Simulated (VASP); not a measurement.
Wanted: the native input for a VASP 6.6.1 run.

- Task: single point
- Functional: PBEsol
- Potentials or basis: VASP PAW PBE potentials, release 64 (W_sv, Ta_pv, C)
- Cutoff: 520 eV
- k mesh: 6 × 6 × 6
- Occupations: fermi-dirac, width 0.03 eV
- Spin: no spin polarisation
- Dipole correction: no
- Further INCAR settings: ALGO = Normal; EDIFF = 1e-07; NBANDS = 24

The structure of TaWC2 lies in POSCAR:

```
TaWC2
1.0
    1.5718551461      0.9075109917      5.1016196719
   -1.5718551461      0.9075109917      5.1016196719
    0.0000000000     -1.8150219835      5.1016196719
W Ta C
1 1 2
Direct
    0.0000000000      0.0000000000      0.0000000000
    0.5000000000      0.5000000000      0.5000000000
    0.2509330000      0.2509330000      0.2509330000
    0.7490670000      0.7490670000      0.7490670000
```

One way to write it, as run:

INCAR

```
PREC = Accurate
ENCUT = 520
EDIFF = 1E-7
ISMEAR = -1
SIGMA = 0.03
LREAL = False
LASPH = True
NELM = 60
ALGO = Normal
ISIF = 2
LWAVE = False
LCHARG = False
GGA = PS
NBANDS = 24
```

KPOINTS

```
regular mesh
0
Gamma
  6 6 6
```

Potentials or basis: VASP PAW PBE potentials, release 64 (W_sv, Ta_pv, C).

Launch:

```console
$ cat potpaw_PBE.64/W_sv/POTCAR potpaw_PBE.64/Ta_pv/POTCAR potpaw_PBE.64/C/POTCAR > POTCAR
$ mpirun -np 1 vasp_std > vasp.out
```

It gave:

| Property | Result |
| --- | --- |
| Pressure | -9.9 GPa |
| Largest force | 0.168 eV/Å |
| Band gap on the k mesh | zero (an odd number of electrons rules out a gap without spin polarisation) |

Caveat: the k points lie up to 0.39 Å⁻¹ apart, too coarse for converged energies and pressures of a metal; the PAW data sets were made with another functional, which shifts forces and pressure a little; spin-orbit coupling is left out, which moves the levels of the heavy elements.

It took 99 s on 1 thread of Intel Xeon 8259CL, on a shared host, peak memory 0.26 GiB.
